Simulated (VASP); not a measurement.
Runs of VASP 6.6.1 on C. The structure is that of space group Fd-3m (No. 227), or close to it. The cells are those of the table. 

```csv
task,level,cell,cutoff (eV),gap on the mesh (eV),pressure (GPa),relaxed volume (Å³/atom)
single point,r2SCAN+rVV10,"a = 2.516 Å, angles 60.0°, 2 atoms",520,4.35,1.2,-
single point,r2SCAN,"a = 2.517 Å, angles 60.0°, 2 atoms",520,4.38,1.1,-
single point,PBEsol,"a = 2.513 Å, angles 60.0°, 2 atoms",520,4.06,1.1,-
relaxation of cell and atoms,r2SCAN,"relaxed from a = 2.522 Å, angles 60.0°, 2 atoms",600,4.38,0.0,(a)
relaxation of cell and atoms,PBEsol,"relaxed from a = 2.522 Å, angles 60.0°, 2 atoms",600,4.06,0.0,5.62
relaxation of cell and atoms,r2SCAN+rVV10,"relaxed from a = 2.522 Å, angles 60.0°, 2 atoms",600,4.35,0.0,5.63
relaxation of cell and atoms,RPBE,"relaxed from a = 2.522 Å, angles 60.0°, 2 atoms",600,4.13,0.0,(b)
single point,RPBE,"a = 2.538 Å, angles 60.0°, 2 atoms",520,4.13,0.5,-
```

Alike in all rows: potentials or basis VASP PAW PBE potentials, release 64 (C); no spin polarisation; k mesh 10 × 10 × 10; smearing gaussian 0.01 eV.

Problem. Fill in the values left out.

Solution. (a) 5.65; (b) 5.77.

Caveats: the PAW data sets were made with another functional, which shifts forces and pressure a little.

A k mesh can miss the band edges.
